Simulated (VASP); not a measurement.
# InTe4W (P4/mmm) in VASP: a series of runs

InTe4W is run at these levels: PBE; tasks: single point, relaxation of cell and atoms.

Everything below comes from runs of VASP 6.6.1. Logs are shortened: lines on timing, memory, paths and dates and some standing lists are left out, and cuts for length are marked.

### 1 The cell of the first run

The structure is tetragonal, space group P4/mmm (No. 123). Conventional cell: a = 6.326 Å, b = 6.326 Å, c = 4.868 Å, α = 90.00°, β = 90.00°, γ = 90.00°. In (site symmetry 4/mmm) has 8 Te at 3.05 Å within 4.0 Å. Within 3.4 Å of Te (site symmetry m2m) lie 3 Te at 2.59 to 2.66 Å and 2 In at 3.05 Å. W (site symmetry 4/mmm) has 8 Te at 3.43 Å within 4.5 Å.

### 2 Single point, PBE

Contents of INCAR:

```
SYSTEM = InTe4W
ALGO = Normal
EDIFF = 1E-6
ENCUT = 520
GGA = PE
ISIF = 2
ISMEAR = 0
LASPH = .TRUE.
LCHARG = .FALSE.
LREAL = .FALSE.
LWAVE = .FALSE.
NBANDS = 34
NELM = 80
PREC = Accurate
SIGMA = 0.1
```

Contents of KPOINTS:

```
k-points
0
G
  4 4 4
  0 0 0
```

Contents of POSCAR:

```
InTe4W
1.0
    6.3258751400      0.0000000000      0.0000000000
    0.0000000000      6.3258751400      0.0000000000
    0.0000000000      0.0000000000      4.8680180900
In Te W
1 4 1
Direct
    0.0000000000      0.0000000000      0.5000000000
    0.2899167300      0.0000000000      0.0000000000
    0.7100832700      0.0000000000      0.0000000000
    0.0000000000      0.2899167300      0.0000000000
    0.0000000000      0.7100832700      0.0000000000
    0.5000000000      0.5000000000      0.0000000000
```

Potentials or basis: VASP PAW PBE potentials, release 64 (In_d, Te, W_sv).

On the command line:

```bash
> cat potpaw_PBE.64/In_d/POTCAR potpaw_PBE.64/Te/POTCAR potpaw_PBE.64/W_sv/POTCAR > POTCAR
> mpirun -np 1 vasp_std > vasp.out
```

OUTCAR:

```text
SYSTEM = InTe4W
   EDIFF = 1E-6
   ENCUT = 520
   GGA = PE
   ISIF = 2
   ISMEAR = 0
   LASPH = .TRUE.
   LREAL = .FALSE.
   NELM = 80
   PREC = Accurate

 ion  position               nearest neighbor table
   1  0.000  0.000  0.500-   2 3.05   3 3.05   4 3.05   5 3.05   2 3.05   3 3.05   4 3.05   5 3.05

   2  0.290  0.000  0.000-   4 2.59   5 2.59   3 2.66   1 3.05   1 3.05   6 3.43   6 3.43   3 3.67

   3  0.710  0.000  0.000-   4 2.59   5 2.59   2 2.66   1 3.05   1 3.05   6 3.43   6 3.43   2 3.67

   4  0.000  0.290  0.000-   2 2.59   3 2.59   5 2.66   1 3.05   1 3.05   6 3.43   6 3.43   5 3.67

   5  0.000  0.710  0.000-   2 2.59   3 2.59   4 2.66   1 3.05   1 3.05   6 3.43   6 3.43   4 3.67

   6  0.500  0.500  0.000-   2 3.43   3 3.43   4 3.43   5 3.43   2 3.43   3 3.43   4 3.43   5 3.43

  LATTYP: Found a simple tetragonal cell.
 ALAT       =     6.3258751400
 C/A-ratio  =     0.7695406536

  Lattice vectors:

 A1 = (   6.3258751400,   0.0000000000,   0.0000000000)
 A2 = (   0.0000000000,   6.3258751400,   0.0000000000)
 A3 = (   0.0000000000,   0.0000000000,   4.8680180900)

Analysis of symmetry for initial positions (statically):
=====================================================================
 Subroutine PRICEL returns:
 Original cell was already a primitive cell.

 Routine SETGRP: Setting up the symmetry group for a
 simple tetragonal supercell.

 Subroutine GETGRP returns: Found 16 space group operations
 (whereof 16 operations were pure point group operations)
 out of a pool of 16 trial point group operations.

The static configuration has the point symmetry D_4h.

Analysis of symmetry for dynamics (positions and initial velocities):
=====================================================================
 Subroutine PRICEL returns:
 Original cell was already a primitive cell.

 Routine SETGRP: Setting up the symmetry group for a
 simple tetragonal supercell.

 Subroutine GETGRP returns: Found 16 space group operations
 (whereof 16 operations were pure point group operations)
 out of a pool of 16 trial point group operations.

The dynamic configuration has the point symmetry D_4h.

 Subroutine INISYM returns: Found 16 space group operations
 (whereof 16 operations are pure point group operations),
 and found     1 'primitive' translations

----------------------------------------------------------------------------------------

                                     Primitive cell

  volume of cell :     194.8020

  direct lattice vectors                    reciprocal lattice vectors
     6.325875140  0.000000000  0.000000000     0.158080894  0.000000000  0.000000000
     0.000000000  6.325875140  0.000000000     0.000000000  0.158080894  0.000000000
     0.000000000  0.000000000  4.868018090     0.000000000  0.000000000  0.205422408

  length of vectors
     6.325875140  6.325875140  4.868018090     0.158080894  0.158080894  0.205422408

  position of ions in fractional coordinates (direct lattice)
     0.000000000  0.000000000  0.500000000
     0.289916730  0.000000000  0.000000000
     0.710083270  0.000000000  0.000000000
     0.000000000  0.289916730  0.000000000
     0.000000000  0.710083270  0.000000000
     0.500000000  0.500000000  0.000000000

  ion indices of the primitive-cell ions
   primitive index   ion index
                 1           1
                 2           2
                 3           3
                 4           4
                 5           5
                 6           6

----------------------------------------------------------------------------------------

 KPOINTS: k-points

Automatic generation of k-mesh.
 Grid dimensions read from file:
 generate k-points for:    4    4    4

 Generating k-lattice:

  Cartesian coordinates                     Fractional coordinates (reciprocal lattice)
     0.039520224  0.000000000  0.000000000     0.250000000  0.000000000  0.000000000
     0.000000000  0.039520224  0.000000000     0.000000000  0.250000000  0.000000000
     0.000000000  0.000000000  0.051355602     0.000000000  0.000000000  0.250000000

  Length of vectors
     0.039520224  0.039520224  0.051355602

  Shift w.r.t. Gamma in fractional coordinates (k-lattice)
     0.000000000  0.000000000  0.000000000

 Subroutine IBZKPT returns following result:
 ===========================================

 Found     18 irreducible k-points:

 Following reciprocal coordinates:
            Coordinates               Weight
  0.000000  0.000000  0.000000      1.000000
  0.250000  0.000000  0.000000      4.000000
  0.500000  0.000000  0.000000      2.000000
  0.250000  0.250000  0.000000      4.000000
  0.500000  0.250000  0.000000      4.000000
  0.500000  0.500000  0.000000      1.000000
[... 10 lines left out ...]
  0.500000  0.250000  0.500000      4.000000
  0.500000  0.500000  0.500000      1.000000
   k-points           NKPTS =     18   k-points in BZ     NKDIM =     18   number of bands    NBANDS=     34
   number of dos      NEDOS =    301   number of ions     NIONS =      6
   total plane-waves  NPLWV =  82944
   dimension x,y,z NGX =    48 NGY =   48 NGZ =   36
   dimension x,y,z NGXF=    96 NGYF=   96 NGZF=   72
   ions per type =               1   4   1
   NGX,Y,Z   is equivalent  to a cutoff of  12.61, 12.61, 12.29 a.u.
   NGXF,Y,Z  is equivalent  to a cutoff of  25.23, 25.23, 24.59 a.u.
 SYSTEM =  InTe4W
   PREC   = accura    normal or accurate (medium, high low for compatibility)
   ISTART =      0    job   : 0-new  1-cont  2-samecut
   ICHARG =      2    charge: 1-file 2-atom 10-const
   ISPIN  =      1    spin polarized calculation?
   LNONCOLLINEAR =      F non collinear calculations
   LSORBIT =      F    spin-orbit coupling
   LASPH  =      T    aspherical Exc in radial PAW
   ENCUT  =  520.0 eV  38.22 Ry    6.18 a.u.  11.76 11.76  9.05*2*pi/ulx,y,z
   NELM   =     80;   NELMIN=  2; NELMDL= -5     # of ELM steps
   EDIFF  = 0.1E-05   stopping-criterion for ELM
   LREAL  =      F    real-space projection
   EDIFFG = 0.1E-04   stopping-criterion for IOM
   NSW    =      0    number of steps for IOM
   IBRION =     -1    ionic relax: 0-MD 1-quasi-New 2-CG
   NFREE  =      0    steps in history (QN), initial steepest desc. (CG)
   ISIF   =      2    stress and relaxation
   ISYM   =      2    0-nonsym 1-usesym 2-fastsym
   POTIM  = 0.5000    time-step for ionic-motion
   TEBEG  =    0.0;   TEEND  =   0.0 temperature during run
   PSTRESS=    0.0 pullay stress
   NELECT =      51.0000    total number of electrons
   NUPDOWN=      -1.0000    fix difference up-down
   EMIN   =  10.00;   EMAX   =-10.00  energy-range for DOS
   EFERMI =   0.00;   METHOD = LEGACY
   ISMEAR =     0;   SIGMA  =   0.10  broadening in eV -4-tet -1-fermi 0-gaus
   EFERMI_NEDOS =   21; number of points for ismear=-14 and -15
   IALGO  =     38    algorithm
   IMIX   =      4    mixing-type and parameters
     AMIX     =   0.40;   BMIX     =  1.00
     AMIX_MAG =   1.60;   BMIX_MAG =  1.00
  volume/ion in A,a.u.               =      32.47       219.10
  Fermi-wavevector in a.u.,A,eV,Ry     =   1.047290  1.979092 14.923101  1.096817
  Thomas-Fermi vector in A             =   2.182164
   LORBIT       =      0    0 simple, 1 ext, 2 COOP (PROOUT), +10 PAW based schemes
   GGA     = PE    functional components
   LHFCALC =     F    Hartree Fock is set to
   AEXX    =    0.0000 exact exchange contribution
   IVDW    =     0    specifies the selected vdW correction
   LEPSILON=     F    determine dielectric tensor
   LRPA    =     F    only Hartree local field effects (RPA)
 non-spin polarized calculation
 Gauss-broadening in eV      SIGMA  =   0.10
  energy-cutoff  :      520.00
  volume of cell :      194.80
 maximum number of plane-waves:      5282
 NGX is ok and might be reduce to    48
   NGX = 23   NGY = 23   NGZ = 19

 number of electron      51.0000003 magnetization

 Free energy of the ion-electron system (eV)
  ---------------------------------------------------
  ext. energy  EPLUGINS =         0.00000000
  ---------------------------------------------------
  free energy    TOTEN  =       -15.26328992 eV

  energy without entropy =      -15.18234798  energy(sigma->0) =      -15.22281895

 E-fermi :   6.0271     XC(G=0):  -8.9857

 val. band max:        6.0235691083   @ k =   0.2500   0.2500   0.0000
 cond. band min:       6.0282163013   @ k =   0.2500   0.0000   0.2500
 fundamental gap:      0.0046471930
 Fermi energy:         6.0270906464

 k-point     1 :       0.0000    0.0000    0.0000
  band No.  band energies     occupation
      1     -68.3925      2.00000
      2     -32.5588      2.00000
      3     -32.5588      2.00000
      4     -32.4717      2.00000
      5     -10.0040      2.00000
      6      -8.6794      2.00000
[... 26 lines left out ...]
     33       7.9207      0.00000
     34       8.0685      0.00000

 k-point     2 :       0.2500    0.0000    0.0000
  band No.  band energies     occupation
      1     -68.3925      2.00000
      2     -32.5588      2.00000
      3     -32.5588      2.00000
      4     -32.4717      2.00000
      5      -9.8947      2.00000
      6      -8.6800      2.00000
[... 26 lines left out ...]
     33       8.6329      0.00000
     34       8.9232      0.00000

 k-point     3 :       0.5000    0.0000    0.0000
  band No.  band energies     occupation
      1     -68.3925      2.00000
      2     -32.5588      2.00000
      3     -32.5588      2.00000
      4     -32.4717      2.00000
      5      -9.7634      2.00000
      6      -8.6806      2.00000
[... 26 lines left out ...]
     33       9.0319      0.00000
     34       9.5550      0.00000

 k-point     4 :       0.2500    0.2500    0.0000
  band No.  band energies     occupation
      1     -68.3925      2.00000
      2     -32.5588      2.00000
      3     -32.5588      2.00000
      4     -32.4717      2.00000
      5      -9.7841      2.00000
      6      -8.6800      2.00000
[... 26 lines left out ...]
     33       8.9483      0.00000
     34       9.3671      0.00000

 k-point     5 :       0.5000    0.2500    0.0000
  band No.  band energies     occupation
      1     -68.3925      2.00000
      2     -32.5588      2.00000
      3     -32.5588      2.00000
      4     -32.4716      2.00000
      5      -9.6515      2.00000
      6      -8.6806      2.00000
[... 399 lines left out ...]
 k-point    16 :       0.2500    0.2500    0.5000
  band No.  band energies     occupation
      1     -68.3925      2.00000
      2     -32.5588      2.00000
      3     -32.5587      2.00000
      4     -32.4722      2.00000
      5      -9.3953      2.00000
      6      -8.8335      2.00000
[... 26 lines left out ...]
     33      10.0523      0.00000
     34      10.3354      0.00000

 k-point    17 :       0.5000    0.2500    0.5000
  band No.  band energies     occupation
      1     -68.3925      2.00000
      2     -32.5588      2.00000
      3     -32.5588      2.00000
      4     -32.4722      2.00000
      5      -9.1898      2.00000
      6      -8.8803      2.00000
[... 26 lines left out ...]
     33       9.5418      0.00000
     34       9.9928      0.00000

 k-point    18 :       0.5000    0.5000    0.5000
  band No.  band energies     occupation
      1     -68.3925      2.00000
      2     -32.5588      2.00000
      3     -32.5588      2.00000
      4     -32.4722      2.00000
      5      -8.9258      2.00000
      6      -8.8773      2.00000
[... 26 lines left out ...]
     33       9.6604      0.00000
     34       9.6604      0.00000

------------------------ aborting loop because EDIFF is reached ----------------------------------------

  FORCE on cell =-STRESS in cart. coord.  units (eV):
  Direction    XX          YY          ZZ          XY          YZ          ZX
  --------------------------------------------------------------------------------------
  -------------------------------------------------------------------------------------
  Total       26.3589113     26.3589113      9.5045771      0.0000000     -0.0000000      0.0000000
  in kB      216.7926912    216.7926912     78.1717736      0.0000000     -0.0000000      0.0000000
  external PRESSURE =     170.5857186 kB  Pullay stress =       0.0000000 kB

 VOLUME and BASIS-vectors are now :
 -----------------------------------------------------------------------------
  energy-cutoff  :      520.00
  volume of cell :      194.80
      direct lattice vectors                 reciprocal lattice vectors
     6.325875140  0.000000000  0.000000000     0.158080894  0.000000000  0.000000000
     0.000000000  6.325875140  0.000000000     0.000000000  0.158080894  0.000000000
     0.000000000  0.000000000  4.868018090     0.000000000  0.000000000  0.205422408

 POSITION                                       TOTAL-FORCE (eV/Angst)
 -----------------------------------------------------------------------------------
      0.00000      0.00000      2.43401         0.000000      0.000000      0.000000
      1.83398      0.00000      0.00000         3.401897     -0.000000      0.000000
      4.49190      0.00000      0.00000        -3.401897      0.000000      0.000000
      0.00000      1.83398      0.00000         0.000000      3.401897      0.000000
      0.00000      4.49190      0.00000        -0.000000     -3.401897     -0.000000
      3.16294      3.16294      0.00000         0.000000      0.000000      0.000000
 -----------------------------------------------------------------------------------
    total drift:                                0.000000      0.000000      0.000000

  FREE ENERGIE OF THE ION-ELECTRON SYSTEM (eV)
  ---------------------------------------------------
  free  energy   TOTEN  =       -15.2632899208 eV

  energy  without entropy=      -15.1823479756  energy(sigma->0) =      -15.22281895
```

Wall time 71 s (1 thread of Intel Xeon 6975P-C (Granite Rapids), shared host); peak memory 0.34 GiB.

Results:

```
Free energy   : -15.2633 eV
Pressure      : 17.1 GPa
Largest force : 3.402 eV/Å
```

Forces in eV/Å, atoms in the order of the input:
```
In   0.000  0.000  0.000
Te   3.402  0.000  0.000
Te  -3.402  0.000  0.000
Te   0.000  3.402  0.000
Te   0.000 -3.402  0.000
W    0.000  0.000  0.000
```

Caveat: spin-orbit coupling is left out, which moves the levels of the heavy elements; forces of over 1 eV/Å act on the atoms, so gaps and moduli don't describe the material at rest.

### 3 Single point, PBE

This run uses another cell than the first one, of 37.38 Å³/atom, 1.151 times its volume.

Contents of INCAR:

```
PREC     = Accurate       # precision mode
ENCUT    = 520            # plane-wave cutoff, eV
EDIFF    = 1E-6           # SCF threshold, eV
ISMEAR   = 0              # smearing method
SIGMA    = 0.1            # smearing width, eV
LREAL    = False          # projectors in reciprocal space
LASPH    = True           # aspherical terms in the spheres
NELM     = 100            # most SCF steps
ALGO     = Normal         # electronic algorithm
ISIF     = 2              # what is computed and relaxed
LWAVE    = False          # write WAVECAR
LCHARG   = False          # write CHGCAR
GGA      = PE             # functional
NBANDS   = 34             # bands
```

Contents of KPOINTS:

```
regular mesh
0
Gamma
  4 4 4
```

Contents of POSCAR:

```
InTe4W
1.0
    7.2972401257      0.0000000000      0.0000000000
    0.0000000000      7.2972401257      0.0000000000
    0.0000000000      0.0000000000      4.2122986541
In Te W
1 4 1
Direct
    0.0000000000      0.0000000000      0.5000000000
    0.3120606905      0.0000000000      0.0000000000
    0.6879393095      0.0000000000      0.0000000000
    0.0000000000      0.3120606905      0.0000000000
    0.0000000000      0.6879393095      0.0000000000
    0.5000000000      0.5000000000      0.0000000000
```

Potentials or basis: VASP PAW PBE potentials, release 64 (In_d, Te, W_sv).

On the command line:

```bash
> cat potpaw_PBE.64/In_d/POTCAR potpaw_PBE.64/Te/POTCAR potpaw_PBE.64/W_sv/POTCAR > POTCAR
> mpirun -np 1 vasp_std > vasp.out
```

It took 75 s on 1 thread of Intel Xeon 6975P-C (Granite Rapids), shared host; peak memory 0.37 GiB.

The run converged. Its results:

```
Free energy   : -18.4242 eV
Pressure      : 0.0 GPa
Largest force : 0.013 eV/Å
```

Forces in eV/Å, atoms in the order of the input:
```
In   0.000  0.000  0.000
Te  -0.013  0.000  0.000
Te   0.013  0.000  0.000
Te   0.000 -0.013  0.000
Te   0.000  0.013  0.000
W    0.000  0.000  0.000
```

Levels at points of the mesh, in eV from the Fermi level:
| k point | band 21 | band 22 | band 23 | band 24 | band 25 | band 26 | band 27 | band 28 | band 29 | band 30 |
| --- | --- | --- | --- | --- | --- | --- | --- | --- | --- | --- |
| (0.00, 0.00, 0.00) | -0.99 | -0.90 | -0.27 | -0.21 | -0.21 | 0.01 | 0.28 | 0.28 | 0.30 | 0.33 |
| (0.50, 0.00, 0.00) | -1.12 | -0.99 | -0.26 | -0.16 | -0.15 | -0.15 | 0.10 | 0.27 | 0.35 | 0.87 |
| (0.50, 0.50, 0.00) | -1.57 | -1.14 | -0.58 | -0.58 | -0.13 | 0.27 | 0.36 | 0.36 | 0.73 | 0.94 |
| (0.00, 0.00, 0.50) | -2.57 | -1.68 | -1.13 | -0.76 | -0.23 | -0.23 | 0.07 | 0.36 | 0.97 | 1.33 |
| (0.50, 0.00, 0.50) | -2.31 | -1.30 | -0.29 | -0.27 | -0.14 | 0.10 | 0.39 | 0.64 | 0.84 | 1.03 |
| (0.50, 0.50, 0.50) | -1.57 | -0.93 | -0.18 | -0.18 | -0.14 | -0.14 | 0.05 | 0.35 | 1.02 | 1.03 |

Caveat: the k points lie up to 0.37 Å⁻¹ apart; spin-orbit coupling is left out, which moves the levels of the heavy elements.

(Continued in part 2 of 2.)
